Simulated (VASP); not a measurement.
Input of a VASP 6.6.1 run:

The input INCAR:

```
SYSTEM = Ti3PO2
PREC = Accurate
ENCUT = 520
EDIFF = 1E-6
ISMEAR = 1
SIGMA = 0.1
LREAL = .False.
LASPH = .True.
NELM = 80
ALGO = Normal
ISIF = 2
LWAVE = .False.
LCHARG = .False.
NBANDS = 36
```

The input KPOINTS:

```
Automatic mesh
0
Gamma
  8 8 3
  0 0 0
```

The input POSCAR:

```
Ti3PO2
1.0
    3.2447700394      0.0000000000      0.0000000000
   -1.6223850248      2.8100532824      0.0000000000
    0.0000000000      0.0000000000      8.2058145011
Ti P O
3 1 2
Direct
    0.3333333333      0.6666666667      0.7067560000
    0.6666666667      0.3333333333      0.2932440000
    0.0000000000      0.0000000000      0.0000000000
    0.0000000000      0.0000000000      0.5000000000
    0.3333333333      0.6666666667      0.1422570000
    0.6666666667      0.3333333333      0.8577430000
```

Potentials or basis: VASP PAW LDA potentials, release 64 (Ti_sv, P, O).

Run with:

```bash
$ cat potpaw_LDA.64/Ti_sv/POTCAR potpaw_LDA.64/P/POTCAR potpaw_LDA.64/O/POTCAR > POTCAR
$ mpirun -np 1 vasp_std > vasp.out
```

Q: What does it give for the largest force?

A: 0.184 eV/Å.

Q: Estimate the pressure.

A: -21.8 GPa.

Q: What does it give for the band gap on the k mesh?

A: Zero (an odd number of electrons rules out a gap without spin polarisation).

Stress tensor (GPa, compression positive):
```
-21.65   0.00   0.00
  0.00 -21.65   0.00
  0.00   0.00 -22.09
```

Caveat: the cell stands under tension; an odd number of electrons without spin polarisation forces a metal; a magnetic or distorted state may lie lower.
